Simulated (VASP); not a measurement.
Set up this calculation in VASP 6.6.1, as the native input.

| Item | Value |
| --- | --- |
| Task | single point |
| Functional | BLYP |
| Potentials or basis | VASP PAW PBE potentials, release 64 (Sb_d_GW) |
| Cutoff | 500 eV |
| k mesh | 6 × 6 × 6 |
| Occupations | methfessel-paxton, width 0.1 eV |
| Spin | no spin polarisation |
| Dipole correction | no |
| Second run | valence_matched |
| Further INCAR settings | ALGO = Normal; EDIFF = 1e-06; NBANDS = 22 |

The structure of Sb lies in POSCAR:

```
Sb
1.0
    2.1542000000      1.2437279499      3.7580000000
   -2.1542000000      1.2437279499      3.7580000000
    0.0000000000     -2.4874558998      3.7580000000
Sb
2
Direct
    0.7582551109      0.7554531590      0.7794554286
    0.2259858891      0.2231758410      0.2471835714
```

One way to write it, as run:

INCAR

```
AGGAC = 1.0 ; AGGAX = 1.0
ALDAC = 0.0 ; ALDAX = 1.0
ALGO = Normal ; EDIFF = 1E-6
ENCUT = 500 ; GGA = B5
GGA_COMPAT = F ; ISIF = 2
ISMEAR = 1 ; LASPH = T
LCHARG = F ; LREAL = F
LWAVE = F ; NBANDS = 22
NELM = 120 ; PREC = Accurate
SIGMA = 0.1
```

KPOINTS

```
k-points
0
Gamma
  6 6 6
```

Potentials or basis: VASP PAW PBE potentials, release 64 (Sb_d_GW).

Command:

```console
$ cat potpaw_PBE.64/Sb_d_GW/POTCAR > POTCAR
$ mpirun -np 1 vasp_std > vasp.out
```

It gave:

```
Pressure               : 6.8 GPa
Largest force          : 0.006 eV/Å
Band gap on the k mesh : zero (band 15 reaches 5.84 eV, above the bottom of band 16 at 5.70 eV)
```

Caveat: the PAW data sets were made with another functional, which shifts forces and pressure a little; spin-orbit coupling is left out, which moves the levels of the heavy elements.

Wall time 34 s on 1 thread of Intel(R) Xeon(R) 6975P-C (Granite Rapids), with other jobs on the host, peak memory 0.22 GiB.
